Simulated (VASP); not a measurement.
# P (Fm-3m) in VASP: notebook, part 2 of 2

VASP 6.6.1. Earlier steps stand in the parts before.

### 4 Single point, r2SCAN (volume scaled by 0.92)

POSCAR reads:

```
P
1.0
    0.0000000000      1.8885171103      1.8885171103
    1.8885171103      0.0000000000      1.8885171103
    1.8885171103      1.8885171103      0.0000000000
P
1
Direct
    0.0000000000      0.0000000000      0.0000000000
```

INCAR.step1 reads:

```
SYSTEM = P
PREC = Accurate
ENCUT = 520
ISMEAR = -1
SIGMA = 0.1
LREAL = .False.
LASPH = .True.
NELM = 60
NBANDS = 8
GGA = PE
ALGO = Normal
EDIFF = 1E-4
LWAVE = .True.
LCHARG = .False.
```

INCAR.step2 reads:

```
SYSTEM = P
PREC = Accurate
ENCUT = 520
EDIFF = 1E-7
ISMEAR = -1
SIGMA = 0.1
LREAL = .False.
LASPH = .True.
NELM = 60
ALGO = Normal
ISIF = 2
LWAVE = .False.
LCHARG = .False.
METAGGA = R2SCAN
LMIXTAU = .True.
NBANDS = 8
ISTART = 1
```

KPOINTS reads:

```
regular mesh
0
Gamma
  16 16 16
  0 0 0
```

Potentials or basis: VASP PAW PBE potentials, release 64 (P).

Launch:

```bash
cat potpaw_PBE.64/P/POTCAR > POTCAR
cp INCAR.step1 INCAR
mpirun -np 1 vasp_std > vasp.out
cp INCAR.step2 INCAR
mpirun -np 1 vasp_std > vasp.out
```

OUTCAR:

```text
SYSTEM = P
   PREC = Accurate
   ENCUT = 520
   EDIFF = 1E-7
   ISMEAR = -1
   LREAL = .False.
   LASPH = .True.
   NELM = 60
   ISIF = 2
   METAGGA = R2SCAN
   ISTART = 1

 ion  position               nearest neighbor table
   1  0.000  0.000  0.000-

  LATTYP: Found a face centered cubic cell.
 ALAT       =     3.7770342206

  Lattice vectors:

 A1 = (   0.0000000000,   1.8885171103,   1.8885171103)
 A2 = (   1.8885171103,   0.0000000000,   1.8885171103)
 A3 = (   1.8885171103,   1.8885171103,   0.0000000000)

Analysis of symmetry for initial positions (statically):
=====================================================================
 Subroutine PRICEL returns:
 Original cell was already a primitive cell.

 Routine SETGRP: Setting up the symmetry group for a
 face centered cubic supercell.

 Subroutine GETGRP returns: Found 48 space group operations
 (whereof 48 operations were pure point group operations)
 out of a pool of 48 trial point group operations.

The static configuration has the point symmetry O_h .

Analysis of symmetry for dynamics (positions and initial velocities):
=====================================================================
 Subroutine PRICEL returns:
 Original cell was already a primitive cell.

 Routine SETGRP: Setting up the symmetry group for a
 face centered cubic supercell.

 Subroutine GETGRP returns: Found 48 space group operations
 (whereof 48 operations were pure point group operations)
 out of a pool of 48 trial point group operations.

The dynamic configuration has the point symmetry O_h .

 Subroutine INISYM returns: Found 48 space group operations
 (whereof 48 operations are pure point group operations),
 and found     1 'primitive' translations

----------------------------------------------------------------------------------------

[... 109 lines left out ...]
     AMIX     =   0.40;   BMIX     =  1.00
     AMIX_MAG =   1.60;   BMIX_MAG =  1.00
  volume/ion in A,a.u.               =      13.47        90.91
  Fermi-wavevector in a.u.,A,eV,Ry     =   1.176523  2.223307 18.833284  1.384207
  Thomas-Fermi vector in A             =   2.312886
   LORBIT       =      0    0 simple, 1 ext, 2 COOP (PROOUT), +10 PAW based schemes
   METAGGA = R2SCAN    functional components
   LHFCALC =     F    Hartree Fock is set to
   AEXX    =    0.0000 exact exchange contribution
   IVDW    =     0    specifies the selected vdW correction
   LEPSILON=     F    determine dielectric tensor
   LRPA    =     F    only Hartree local field effects (RPA)
 non-spin polarized calculation
  energy-cutoff  :      520.00
  volume of cell :       13.47
 maximum number of plane-waves:       380
   NGX =  9   NGY =  9   NGZ =  9

 number of electron       5.0000000 magnetization

 Free energy of the ion-electron system (eV)
  ---------------------------------------------------
  ext. energy  EPLUGINS =         0.00000000
  ---------------------------------------------------
  free energy    TOTEN  =        -7.82833756 eV

  energy without entropy =       -7.80921417  energy(sigma->0) =       -7.81877586

 E-fermi :  10.9123     XC(G=0): -12.5986

 val. band max:       10.9019656454   @ k =   0.3750   0.2500   0.1250
 cond. band min:      10.9260685577   @ k =  -0.4375   0.5000   0.0625
 fundamental gap:      0.0241029123
 Fermi energy:        10.9123077844

 k-point     1 :       0.0000    0.0000    0.0000
  band No.  band energies     occupation
      1      -7.2211      2.00000
      2      18.9291      0.00000
      3      18.9291      0.00000
      4      18.9291      0.00000
      5      23.1774      0.00000
      6      23.1774      0.00000
      7      23.1774      0.00000
      8      30.2145      0.00000
[... 243 lines left out ...]
 k-point    24 :      -0.0625    0.0625    0.0000
  band No.  band energies     occupation
      1      -6.8939      2.00000
      2      16.9337      0.00000
      3      17.2414      0.00000
      4      18.9353      0.00000
      5      23.4624      0.00000
      6      23.4974      0.00000
      7      24.6544      0.00000
      8      28.5665      0.00000

 [... further k-points ...]

------------------------ aborting loop because EDIFF is reached ----------------------------------------

  FORCE on cell =-STRESS in cart. coord.  units (eV):
  Direction    XX          YY          ZZ          XY          YZ          ZX
  --------------------------------------------------------------------------------------
  -------------------------------------------------------------------------------------
  Total        0.7850584      0.7850584      0.7850584     -0.0000000      0.0000000     -0.0000000
  in kB       93.3726646     93.3726646     93.3726646     -0.0000000      0.0000000     -0.0000000
  external PRESSURE =      93.3726646 kB  Pullay stress =       0.0000000 kB

 VOLUME and BASIS-vectors are now :
 -----------------------------------------------------------------------------
  energy-cutoff  :      520.00
  volume of cell :       13.47
      direct lattice vectors                 reciprocal lattice vectors
     0.000000000  1.888517110  1.888517110    -0.264757993  0.264757993  0.264757993
     1.888517110  0.000000000  1.888517110     0.264757993 -0.264757993  0.264757993
     1.888517110  1.888517110  0.000000000     0.264757993  0.264757993 -0.264757993

 POSITION                                       TOTAL-FORCE (eV/Angst)
 -----------------------------------------------------------------------------------
      0.00000      0.00000      0.00000         0.000000      0.000000      0.000000
 -----------------------------------------------------------------------------------
    total drift:                                0.000000     -0.000000     -0.000000

  FREE ENERGIE OF THE ION-ELECTRON SYSTEM (eV)
  ---------------------------------------------------
  free  energy   TOTEN  =        -7.8283375562 eV

  energy  without entropy=       -7.8092141690  energy(sigma->0) =       -7.81877586
```

Wall time 26 s (1 thread of Intel Xeon 6975P-C (Granite Rapids), shared host); peak memory 0.12 GiB.

Results:

- Free energy: -7.8283 eV
- Pressure: 9.3 GPa

Caveat: the PAW data sets were made with another functional, which shifts forces and pressure a little.

### 5 Single point, r2SCAN (volume scaled by 0.96)

POSCAR reads:

```
P
1.0
    0.0000000000      1.9154995716      1.9154995716
    1.9154995716      0.0000000000      1.9154995716
    1.9154995716      1.9154995716      0.0000000000
P
1
Direct
    0.0000000000      0.0000000000      0.0000000000
```

INCAR.step1 reads:

```
SYSTEM = P
ALGO = Normal ; EDIFF = 1E-4
ENCUT = 520 ; GGA = PE
ISMEAR = -1 ; LASPH = .TRUE.
LCHARG = .FALSE. ; LREAL = .FALSE.
LWAVE = .TRUE. ; NBANDS = 8
NELM = 80 ; PREC = Accurate
SIGMA = 0.1
```

INCAR.step2 reads:

```
SYSTEM = P
ALGO = Normal ; EDIFF = 1E-6
ENCUT = 520 ; ISIF = 2
ISMEAR = -1 ; ISTART = 1
LASPH = .TRUE. ; LCHARG = .TRUE.
LELF = .TRUE. ; LMIXTAU = .TRUE.
LREAL = .FALSE. ; LVHAR = .TRUE.
LWAVE = .FALSE. ; METAGGA = R2SCAN
NBANDS = 8 ; NELM = 80
PREC = Accurate ; SIGMA = 0.1
```

KPOINTS reads:

```
k-points
0
G
  16 16 16
  0 0 0
```

Launch:

```bash
cat potpaw_PBE.64/P/POTCAR > POTCAR
cp INCAR.step1 INCAR
mpirun -np 1 vasp_std > vasp.out
cp INCAR.step2 INCAR
mpirun -np 1 vasp_std > vasp.out
```

It took 19 s on 1 thread of Intel Xeon 6975P-C (Granite Rapids), shared host; peak memory 0.13 GiB.

Results (log left out):

```
Free energy : -7.8539 eV
Pressure    : 4.6 GPa
```

Levels at points of the mesh, in eV from the Fermi level:
```
           k point  band 1  band 2  band 3  band 4  band 5  band 6  band 7
(0.00, 0.00, 0.00)  -17.63    7.58    7.58    7.58   12.18   12.18   12.18
(0.50, 0.00, 0.00)  -11.18   -8.77    5.36    5.36   11.17   11.17   11.73
(0.50, 0.50, 0.00)   -8.19   -7.38    0.75    0.75    4.52    5.65   24.80
```

Caveat: the PAW data sets were made with another functional, which shifts forces and pressure a little.

### 6 Summary

```csv
cell,k mesh,gap on the mesh (eV),pressure (GPa)
"a = 2.746 Å, angles 60.0°, 1 atom",14 × 14 × 14,none,0.2
"a = 2.631 Å, angles 60.0°, 1 atom",16 × 16 × 16,none,14.9
"a = 2.671 Å, angles 60.0°, 1 atom",16 × 16 × 16,none,9.3
"a = 2.709 Å, angles 60.0°, 1 atom",16 × 16 × 16,none,4.6
```

Alike in all rows: task single point; level r2SCAN; potentials or basis VASP PAW PBE potentials, release 64 (P); no spin polarisation; cutoff (eV) 520; smearing fermi-dirac 0.1 eV.

Caveats: the PAW data sets were made with another functional, which shifts forces and pressure a little.

Total energies depend on the potentials used, so only differences within one code and one set of settings carry meaning.
